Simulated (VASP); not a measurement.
## Si32Ag (a cell with a defect): relaxation of the atoms with PBE

Si32Ag (a cell with a defect):

```
Si Ag
1.0
    -5.47009    5.47009   -5.47009
     5.47009   -5.47009   -5.47009
    -5.47009   -5.47009    5.47009
Si Ag
32 1
Direct
  0.50000 0.00000 0.25000
  0.25000 0.00000 0.50000
  0.00000 0.00000 0.75000
  0.75000 0.75000 0.25000
  0.75000 0.00000 0.00000
  0.50000 0.75000 0.50000
  0.25000 0.75000 0.75000
  0.00000 0.50000 0.25000
  0.00000 0.75000 0.00000
  0.75000 0.50000 0.50000
  0.50000 0.50000 0.75000
  0.25000 0.25000 0.25000
  0.25000 0.50000 0.00000
  0.00000 0.25000 0.50000
  0.75000 0.25000 0.75000
  0.50000 0.25000 0.00000
  0.75000 0.25000 0.50000
  0.50000 0.25000 0.75000
  0.25000 0.25000 0.00000
  0.00000 0.00000 0.50000
  0.00000 0.25000 0.25000
  0.75000 0.00000 0.75000
  0.50000 0.00000 0.00000
  0.25000 0.75000 0.50000
  0.25000 0.00000 0.25000
  0.00000 0.75000 0.75000
  0.75000 0.75000 0.00000
  0.50000 0.50000 0.50000
  0.50000 0.75000 0.25000
  0.25000 0.50000 0.75000
  0.00000 0.50000 0.00000
  0.75000 0.50000 0.25000
  0.98740 0.00317 0.99105
```

| Quantity | Value |
| --- | --- |
| Program | VASP 6.6.1 |
| Task | relaxation of the atoms |
| Functional | PBE |
| Potentials or basis | VASP PAW PBE potentials, release 64 (Si, Ag) |
| Cutoff | 520 eV |
| k mesh | 2 × 2 × 2, shifted |
| Occupations | gaussian, width 0.02 eV |
| Spin | no spin polarisation |
| Dipole correction | no |
| Charge | 1 |
| Further INCAR settings | LREAL = Auto; ALGO = Normal; EDIFF = 1e-06; IBRION = 2; EDIFFG = -0.02; NSW = 80; NELECT = 138.0 |

```json
{
 "Energy gained by relaxing": "24.6 meV/atom",
 "Ionic steps": "17",
 "Largest force after relaxing": "0.020 eV/Å"
}
```

Forces in eV/Å, atoms in the order of the input:
```
Si  -0.002  0.002 -0.003
Si  -0.001 -0.003  0.002
Si   0.000 -0.004  0.005
Si   0.000 -0.001  0.000
Si  -0.004  0.006 -0.006
Si  -0.003  0.001  0.000
Si  -0.001  0.001 -0.002
Si  -0.001  0.005  0.001
Si   0.000  0.005  0.007
Si   0.001 -0.003  0.001
Si  -0.001 -0.001 -0.004
Si   0.002 -0.005 -0.002
Si   0.000 -0.001  0.003
Si  -0.001 -0.001  0.001
Si  -0.006  0.001  0.000
Si  -0.002  0.003 -0.003
Si  -0.003 -0.007  0.001
Si   0.000  0.000 -0.009
Si  -0.001 -0.003  0.000
Si   0.001 -0.009  0.008
Si  -0.001  0.000 -0.002
Si   0.001  0.000  0.001
Si  -0.008  0.012 -0.013
Si   0.001  0.008  0.000
Si   0.002  0.000  0.001
Si  -0.001  0.000  0.003
Si   0.000  0.002  0.000
Si   0.005 -0.005 -0.002
Si  -0.002 -0.001  0.007
Si   0.002  0.002  0.001
Si   0.003  0.003  0.005
Si   0.002  0.000 -0.003
Ag   0.018 -0.004  0.002
```

The path:
```tsv
step	energy change (eV)	largest force (eV/Å)	pressure (GPa)
1	0.0000	3.1835	0.36
2	-0.5958	1.5148	-0.30
3	-0.6072	1.2970	-0.27
4	-0.7547	0.3766	-0.38
5	-0.7770	0.3857	-0.43
6	-0.8033	0.0911	-0.48
7	-0.8042	0.1091	-0.49
8	-0.8079	0.0541	-0.50
9	-0.8084	0.0875	-0.50
10	-0.8107	0.0576	-0.50
11	-0.8110	0.0542	-0.50
12	-0.8114	0.0387	-0.51
13	-0.8114	0.0396	-0.51
14	-0.8118	0.0264	-0.51
15	-0.8120	0.0542	-0.51
16	-0.8122	0.0281	-0.51
17	-0.8122	0.0196	-0.51
```

Final structure:
```
Si Ag
1.0
    -5.47009    5.47009   -5.47009
     5.47009   -5.47009   -5.47009
    -5.47009   -5.47009    5.47009
Si Ag
32 1
Cartesian
  -4.1174 1.3637 -1.3643
  -4.1177 -1.3656 1.3649
  -9.4882 1.4468 -1.4479
  -1.3618 -1.3656 -6.8194
  -9.4875 -1.4496 1.4484
  -1.3456 -4.1053 -4.1043
  -1.3614 -6.8207 -1.3641
  -4.1007 1.3473 -6.8362
  -6.9120 -4.0255 -4.0244
  -4.1014 -1.3493 -4.1043
  -4.1011 -4.1050 -1.3483
  -1.4426 -1.4474 -1.4465
  -4.1008 -6.8371 1.3485
  -6.8318 1.3488 -4.1054
  -6.8151 -1.3670 -1.3661
  -6.8313 -4.1068 1.3502
  -5.4668 0.0002 -2.7351
  -5.4671 -2.7361 0.0012
  -5.4648 -5.4712 2.6865
  -8.1432 2.7938 -2.7945
  -5.4649 2.6852 -5.4699
  -8.1521 -0.0014 -0.0001
  -8.1419 -2.7964 2.7956
  0.0028 -5.4719 -2.7348
  -2.7798 -0.0014 -0.0001
  -5.4649 -2.6875 -5.4704
  -5.4649 -5.4718 -2.6862
  -2.7895 -2.7927 -2.7921
  0.0031 -2.7358 -5.4708
  -2.7317 -5.4710 0.0001
  -8.2586 -2.6797 -2.6789
  -2.7317 -0.0008 -5.4696
  -10.9353 -0.0017 -0.0003
```

Levels at points of the mesh, in eV from the Fermi level:
| k point | band 67 | band 68 | band 69 | band 70 | band 71 | band 72 |
| --- | --- | --- | --- | --- | --- | --- |
| (0.25, 0.25, 0.25) | -0.20 | -0.10 | -0.10 | 1.43 | 1.90 | 1.90 |

Wall time 9 min on 1 × NVIDIA H100 80GB with 1 thread of AMD EPYC 7R13 Processor (Zen 3) (shared host), peak memory 1.6 GiB.

Caveat: the cell carries a net charge on a neutralising background, which shifts energy and pressure; the cell is charged against a uniform background, so pressure and absolute levels hang on convention.
